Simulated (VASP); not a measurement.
# Si (Fd-3m) in VASP: single point with PBE

Aim: the single point of Si with PBE.

All numbers are computed with VASP 6.6.1; they aren't measurements. Logs are shortened: lines on timing, memory, paths and dates and some standing lists are left out, and cuts for length are marked.

### Step 1. The cell of the first run

Symmetry: Fd-3m, No. 227, cubic system. The conventional cell has a = 5.470 Å, b = 5.470 Å, c = 5.470 Å, α = 90.00°, β = 90.00°, γ = 90.00°. Si (site symmetry -43m) has 4 Si at 2.37 Å within 3.1 Å.

### Step 2. Single point, PBE

INCAR reads:

```
SYSTEM = Si
PREC = Accurate
ENCUT = 500
EDIFF = 1E-6
ISMEAR = 0
SIGMA = 0.02
LREAL = .False.
LASPH = .True.
NELM = 120
ALGO = Normal
ISIF = 2
LWAVE = .False.
LCHARG = .True.
GGA = PE
LELF = .True.
LVHAR = .True.
NBANDS = 11
GGA_COMPAT = .False.
```

KPOINTS reads:

```
Automatic mesh
0
Gamma
  10 10 10
  0 0 0
```

POSCAR reads:

```
Si
1.0
    0.0000000000      2.7347885687      2.7347885687
    2.7347885687      0.0000000000      2.7347885687
    2.7347885687      2.7347885687      0.0000000000
Si
2
Direct
    0.0000000000      0.0000000000      0.0000000000
    0.2500000000      0.2500000000      0.2500000000
```

Potentials or basis: VASP PAW PBE potentials, release 64 (Si).

Launch:

```sh
cat potpaw_PBE.64/Si/POTCAR > POTCAR
mpirun -np 1 vasp_std > vasp.out
```

OUTCAR:

```text
SYSTEM = Si
   PREC = Accurate
   ENCUT = 500
   EDIFF = 1E-6
   ISMEAR = 0
   LREAL = .False.
   LASPH = .True.
   NELM = 120
   ISIF = 2
   GGA = PE

 ion  position               nearest neighbor table
   1  0.000  0.000  0.000-   2 2.37   2 2.37   2 2.37   2 2.37
   2  0.250  0.250  0.250-   1 2.37   1 2.37   1 2.37   1 2.37

  LATTYP: Found a face centered cubic cell.
 ALAT       =     5.4695771374

  Lattice vectors:

 A1 = (   0.0000000000,   2.7347885687,   2.7347885687)
 A2 = (   2.7347885687,   0.0000000000,   2.7347885687)
 A3 = (   2.7347885687,   2.7347885687,   0.0000000000)

Analysis of symmetry for initial positions (statically):
=====================================================================
 Subroutine PRICEL returns:
 Original cell was already a primitive cell.

 Routine SETGRP: Setting up the symmetry group for a
 face centered cubic supercell.

 Subroutine GETGRP returns: Found 48 space group operations
 (whereof 24 operations were pure point group operations)
 out of a pool of 48 trial point group operations.

The static configuration has the point symmetry T_d .
 The point group associated with its full space group is O_h .

Analysis of symmetry for dynamics (positions and initial velocities):
=====================================================================
 Subroutine PRICEL returns:
 Original cell was already a primitive cell.

 Routine SETGRP: Setting up the symmetry group for a
 face centered cubic supercell.

 Subroutine GETGRP returns: Found 48 space group operations
 (whereof 24 operations were pure point group operations)
 out of a pool of 48 trial point group operations.

The dynamic configuration has the point symmetry T_d .
 The point group associated with its full space group is O_h .

 Subroutine INISYM returns: Found 48 space group operations
 (whereof 24 operations are pure point group operations),
 and found     1 'primitive' translations

----------------------------------------------------------------------------------------

                                     Primitive cell

  volume of cell :      40.9073

  direct lattice vectors                    reciprocal lattice vectors
     0.000000000  2.734788569  2.734788569    -0.182829490  0.182829490  0.182829490
     2.734788569  0.000000000  2.734788569     0.182829490 -0.182829490  0.182829490
     2.734788569  2.734788569  0.000000000     0.182829490  0.182829490 -0.182829490

  length of vectors
     3.867575084  3.867575084  3.867575084     0.316669966  0.316669966  0.316669966

  position of ions in fractional coordinates (direct lattice)
[... 83 lines left out ...]
   IBRION =     -1    ionic relax: 0-MD 1-quasi-New 2-CG
   NFREE  =      0    steps in history (QN), initial steepest desc. (CG)
   ISIF   =      2    stress and relaxation
   ISYM   =      2    0-nonsym 1-usesym 2-fastsym
   POTIM  = 0.5000    time-step for ionic-motion
   TEBEG  =    0.0;   TEEND  =   0.0 temperature during run
   PSTRESS=    0.0 pullay stress
   NELECT =       8.0000    total number of electrons
   NUPDOWN=      -1.0000    fix difference up-down
   EMIN   =  10.00;   EMAX   =-10.00  energy-range for DOS
   EFERMI =   0.00;   METHOD = LEGACY
   ISMEAR =     0;   SIGMA  =   0.02  broadening in eV -4-tet -1-fermi 0-gaus
   EFERMI_NEDOS =   21; number of points for ismear=-14 and -15
   IALGO  =     38    algorithm
   IMIX   =      4    mixing-type and parameters
     AMIX     =   0.40;   BMIX     =  1.00
     AMIX_MAG =   1.60;   BMIX_MAG =  1.00
  volume/ion in A,a.u.               =      20.45       138.03
  Fermi-wavevector in a.u.,A,eV,Ry     =   0.950250  1.795712 12.285714  0.902974
  Thomas-Fermi vector in A             =   2.078609
   LORBIT       =      0    0 simple, 1 ext, 2 COOP (PROOUT), +10 PAW based schemes
   GGA     = PE    functional components
   LHFCALC =     F    Hartree Fock is set to
   AEXX    =    0.0000 exact exchange contribution
   IVDW    =     0    specifies the selected vdW correction
   LEPSILON=     F    determine dielectric tensor
   LRPA    =     F    only Hartree local field effects (RPA)
 non-spin polarized calculation
 Gauss-broadening in eV      SIGMA  =   0.02
  energy-cutoff  :      500.00
  volume of cell :       40.91
 maximum number of plane-waves:      1056
   NGX = 15   NGY = 15   NGZ = 15

 number of electron       8.0000000 magnetization

 Free energy of the ion-electron system (eV)
  ---------------------------------------------------
  ext. energy  EPLUGINS =         0.00000000
  ---------------------------------------------------
  free energy    TOTEN  =       -10.84918679 eV

  energy without entropy =      -10.84918679  energy(sigma->0) =      -10.84918679

 E-fermi :   5.7114     XC(G=0):  -9.3256

 val. band max:        5.6113501090   @ k =   0.0000   0.0000   0.0000
 cond. band min:       6.2299969384   @ k =   0.4000   0.4000   0.0000
 fundamental gap:      0.6186468294
 Fermi energy:         5.7113736011

 k-point     1 :       0.0000    0.0000    0.0000
  band No.  band energies     occupation
      1      -6.2002      2.00000
      2       5.6114      2.00000
      3       5.6114      2.00000
      4       5.6114      2.00000
      5       8.1682      0.00000
      6       8.1682      0.00000
      7       8.1682      0.00000
      8       8.7399      0.00000
      9      13.3204      0.00000
     10      13.3204      0.00000
     11      13.4867      0.00000
[... 309 lines left out ...]
 k-point    24 :       0.4000    0.3000    0.0000
  band No.  band energies     occupation
      1      -4.0784      2.00000
      2       0.2193      2.00000
      3       2.8193      2.00000
      4       3.2287      2.00000
      5       6.6888      0.00000
      6       7.8775      0.00000
      7      12.4644      0.00000
      8      12.6055      0.00000
      9      16.0192      0.00000
     10      16.1475      0.00000
     11      17.6292      0.00000

 [... further k-points ...]
[... 5 lines left out ...]
  --------------------------------------------------------------------------------------
  -------------------------------------------------------------------------------------
  Total       -0.0114607     -0.0114607     -0.0114607      0.0000000     -0.0000000      0.0000000
  in kB       -0.4488683     -0.4488683     -0.4488683      0.0000000     -0.0000000      0.0000000
  external PRESSURE =      -0.4488683 kB  Pullay stress =       0.0000000 kB

 VOLUME and BASIS-vectors are now :
 -----------------------------------------------------------------------------
  energy-cutoff  :      500.00
  volume of cell :       40.91
      direct lattice vectors                 reciprocal lattice vectors
     0.000000000  2.734788569  2.734788569    -0.182829490  0.182829490  0.182829490
     2.734788569  0.000000000  2.734788569     0.182829490 -0.182829490  0.182829490
     2.734788569  2.734788569  0.000000000     0.182829490  0.182829490 -0.182829490

 POSITION                                       TOTAL-FORCE (eV/Angst)
 -----------------------------------------------------------------------------------
      0.00000      0.00000      0.00000        -0.000000     -0.000000     -0.000000
      1.36739      1.36739      1.36739         0.000000      0.000000      0.000000
 -----------------------------------------------------------------------------------
    total drift:                                0.000000      0.000000     -0.000000

  FREE ENERGIE OF THE ION-ELECTRON SYSTEM (eV)
  ---------------------------------------------------
  free  energy   TOTEN  =       -10.8491867903 eV

  energy  without entropy=      -10.8491867903  energy(sigma->0) =      -10.84918679
```

OSZICAR:

```text
N       E                     dE             d eps       ncg     rms          rms(c)
DAV:   1     0.673876096255E+01    0.67388E+01   -0.32003E+03  1034   0.553E+02
DAV:   2    -0.104113090450E+02   -0.17150E+02   -0.16344E+02  1396   0.818E+01
DAV:   3    -0.110119314393E+02   -0.60062E+00   -0.59828E+00  1317   0.128E+01
DAV:   4    -0.110170896656E+02   -0.51582E-02   -0.51577E-02  1257   0.150E+00
DAV:   5    -0.110171386469E+02   -0.48981E-04   -0.48981E-04  1333   0.138E-01    0.475E+00
DAV:   6    -0.109013626439E+02    0.11578E+00   -0.65009E-02  1166   0.105E+00    0.289E+00
DAV:   7    -0.108476771827E+02    0.53685E-01   -0.12749E-01  1194   0.158E+00    0.167E-01
DAV:   8    -0.108489487702E+02   -0.12716E-02   -0.56887E-03  1187   0.404E-01    0.793E-02
DAV:   9    -0.108491618438E+02   -0.21307E-03   -0.20730E-04  1270   0.870E-02    0.580E-02
DAV:  10    -0.108491860843E+02   -0.24241E-04   -0.20818E-05  1228   0.263E-02    0.501E-03
DAV:  11    -0.108491867903E+02   -0.70594E-06   -0.20428E-06  1260   0.741E-03
   1 F= -.10849187E+02 E0= -.10849187E+02  d E =-.464635E-15
```

stdout:

```text
POSCAR found type information on POSCAR Si
 POSCAR found :  1 types and       2 ions
 scaLAPACK will be used
 LDA part: xc-table for (Slater+PW92), standard interpolation
 POSCAR, INCAR and KPOINTS ok, starting setup
 FFT: planning ... GRIDC
 FFT: planning ... GRID_SOFT
 FFT: planning ... GRID
 WAVECAR not read
 entering main loop
```

It took 22 s on 1 thread of AMD EPYC 7R13, shared host; peak memory 0.12 GiB.

What came out:

| Quantity | Value |
| --- | --- |
| Free energy | -10.8492 eV |
| Pressure | 0.0 GPa |
| Band gap on the k mesh | 0.62 eV, indirect (least direct gap 2.56 eV) |
